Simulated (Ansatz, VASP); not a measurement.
Two plane-wave programs on ZrO4

```xyz
5
Lattice="-2.1021 2.1021 3.2674 2.1021 -2.1021 3.2674 2.1021 2.1021 -3.2674" Properties=species:S:1:pos:R:3 pbc="T T T"
Zr    0.0000    0.0000    0.0000
O     0.0000    0.0000    4.4214
O     0.0000    2.1021    0.0000
O     2.1021    0.0000    0.0000
O     0.0000    0.0000    2.1133
```

Change from the starting cell: species swapped into the SnF4 type (I4/mmm, No. 139).

Alike in both runs: functional PBE; k mesh 12 × 12 × 12; occupations gaussian, width 0.1 eV; no spin polarisation.

Ansatz relaxed the structure, and its values are those at the end. VASP's run is a single point on that final structure, the one shown.

|  | VASP | Ansatz |
| --- | --- | --- |
| version | VASP 6.6.1 | Ansatz 0.2.0 |
| potentials or method | VASP PAW PBE potentials, release 64 (Zr_sv, O), cutoff 600 eV | scalar-relativistic, plane waves, PAW |
| valence electrons in the cell | 36 | 36 |

```tsv
	VASP	Ansatz	Ansatz less VASP
gap on the k mesh at the Fermi level (eV)	none	none	-
pressure (GPa)	-0.1	0.0	+0.10
rms of the force components (eV/Å)	0.011	0.002	-0.0092
```

A gap of «none» marks a metal or a gap that the smearing closes. With one functional, cell and mesh, what is left measures potentials, basis and numerics.
